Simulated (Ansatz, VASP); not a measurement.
## Li2B: VASP beside Ansatz

```xyz
3
Lattice="4.0934 0.0000 0.0000 0.0000 4.0934 0.0000 0.0000 0.0000 2.1276" Properties=species:S:1:pos:R:3 pbc="T T T"
Li    2.0467    0.0000    0.0000
Li    0.0000    2.0467    0.0000
B     0.0000    0.0000    1.0638
```

Alike in both runs: task relaxation of cell and atoms; functional PBE; k mesh 12 × 12 × 22; occupations gaussian, width 0.1 eV; no spin polarisation.

```csv
,VASP,Ansatz
version,VASP 6.6.1,Ansatz 0.2.0
potentials or method,"VASP PAW PBE potentials, release 64 (Li_sv, B), cutoff 600 eV","scalar-relativistic, plane waves, PAW"
valence electrons in the cell,9,9
```

```csv
,VASP,Ansatz,Ansatz less VASP
"gap on the k mesh at the Fermi level, each at its own relaxed structure (eV)",none,none,-
relaxed volume (Å³/atom),11.87,11.88,+0.014
relaxed cell length with the largest relative difference (Å),2.126,2.128,+0.0013
```

A gap of «none» marks a metal or a gap that the smearing closes.

Noted on VASP's run: the cutoff is short for stress, so the pressure is rough.
